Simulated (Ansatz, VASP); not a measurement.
Two plane-wave programs on Cd

```
Cd
1.0
     3.02540    0.00000    0.00000
     0.00000    3.02540    0.00000
     0.00000    0.00000    3.02540
Cd
1
Cartesian
  0.0000 0.0000 0.0000
```

Alike in both runs: task single point; functional RPBE; k mesh 12 × 12 × 12; occupations fermi-dirac, width 0.1 eV; no spin polarisation.

|  | VASP | Ansatz |
| --- | --- | --- |
| version | VASP 6.6.1 | Ansatz 0.2.0 |
| potentials or method | VASP PAW PBE potentials, release 64 (Cd), cutoff 520 eV | plane waves (420 eV) with PAW, scalar-relativistic |
| valence electrons in the cell | 12 | 20 |

VASP gave:

* pressure (GPa): 1.3

Q: Which values does Ansatz return?

A: Pressure (GPa): 1.1.

VASP's potentials were made for PBE, not for RPBE. VASP's potentials hold 12 valence electrons a cell and Ansatz's 20, so a difference there can come from the potentials and not from the codes.
